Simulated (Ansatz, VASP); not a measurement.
One calculation of Si, two programs

```
Si
1.0
     3.66074    0.00000    0.00000
    -1.83037    3.17030    0.00000
     0.00000    0.00000    6.78226
Si
4
Direct
  0.33333 0.66667 0.06304
  0.66667 0.33333 0.56304
  0.33333 0.66667 0.43696
  0.66667 0.33333 0.93696
```

Alike in both runs: task single point; functional LDA; k mesh 12 × 12 × 6; occupations gaussian, width 0.03 eV; no spin polarisation.

```csv
,VASP,Ansatz
version,VASP 6.6.1,Ansatz 0.2.0
potentials or method,"VASP PAW LDA potentials, release 64 (Si), cutoff 520 eV","scalar-relativistic, plane waves, PAW"
valence electrons in the cell,16,16
```

```csv
,VASP,Ansatz,Ansatz less VASP
gap on the k mesh at the Fermi level (eV),0.22,0.23,+0.007
least direct gap on the mesh (eV),0.32,0.32,+0.003
pressure (GPa),1.6,1.5,-0.06
"traceless stress, the component that is largest in VASP (GPa)",-14.86,-14.77,+0.097
rms of the force components (eV/Å),0.499,0.498,-0.0008
```

Ansatz warns that its potentials were made for another functional, while VASP's fit it. LDA's correlation is that of Perdew and Zunger in VASP and of Perdew and Wang (1992) in Ansatz. Atom by atom the forces differ by 0.001 eV/Å (rms over components).
